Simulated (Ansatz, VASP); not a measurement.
**TeW in VASP and in Ansatz**

```
CELL_PARAMETERS angstrom
3.31805 0.00000 0.00000
-1.65902 2.87351 0.00000
0.00000 0.00000 4.12964
ATOMIC_POSITIONS crystal
Te 0.66667 0.33333 0.50000
W 0.00000 0.00000 0.00000
```

Alike in both runs: functional PBE; k mesh 6 × 6 × 5; occupations gaussian, width 0.2 eV; no spin polarisation.

Ansatz relaxed the structure, and its values are those at the end. VASP's run is a single point on that final structure, the one shown.

|  | VASP | Ansatz |
| --- | --- | --- |
| version | VASP 6.6.1 | Ansatz 0.2.0 |
| potentials or method | VASP PAW PBE potentials, release 64 (Te, W_sv), cutoff 500 eV | scalar-relativistic, plane waves, PAW |
| valence electrons in the cell | 20 | 30 |

|  | VASP | Ansatz | Ansatz less VASP |
| --- | --- | --- | --- |
| gap on the k mesh at the Fermi level (eV) | none | none | - |
| pressure (GPa) | 0.0 | 0.0 | +0.02 |

A gap of «none» marks a metal or a gap that the smearing closes. VASP's potentials hold 20 valence electrons a cell and Ansatz's 30, so a difference there can come from the potentials and not from the codes.

The k mesh is coarse, so the values compare programs but aren't converged. Neither program's run includes spin-orbit coupling.
